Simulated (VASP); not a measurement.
**BN: single point with PBE+D3(BJ)**

The system is BN, a sheet with vacuum.

```
B N
1.0
     2.50779    0.00000    0.00000
    -1.25390    2.17181    0.00000
     0.00000    0.00000   31.39454
B N
2 2
Direct
  0.00000 0.00000 0.23325
  0.66667 0.33333 0.34010
  0.66667 0.33333 0.23320
  0.00000 0.00000 0.34015
```

```yaml
Program: VASP 6.6.1
Task: single point
Functional: PBE
Dispersion: D3(BJ)
Potentials_or_basis: VASP PAW PBE potentials, release 64 (B, N)
Cutoff: 520 eV
k_mesh: 12 × 12 × 1
Occupations: gaussian, width 0.02 eV
Spin: no spin polarisation
Dipole_correction: yes
Further_INCAR_settings: ALGO = Normal; EDIFF = 1e-06; NBANDS = 16
```

The band gap on the k mesh is 4.50 eV, indirect (least direct gap 4.72 eV) and the dispersion energy per atom is -0.105 eV.

Levels at points of the mesh, in eV from the valence-band top:
```tsv
k point	band 5	band 6	band 7	band 8	band 9	band 10	band 11	band 12
(0.00, 0.00, 0.00)	-1.32	-1.32	-1.31	-1.31	4.83	5.31	5.86	6.15
(0.50, 0.00, 0.00)	-4.11	-4.08	-1.14	-0.65	4.50	5.16	9.65	9.88
```

Run time: 2.8 min on 1 thread of Intel(R) Xeon(R) Platinum 8259CL CPU @ 2.50GHz (Skylake/Cascade Lake) (shared host), peak memory 0.31 GiB.
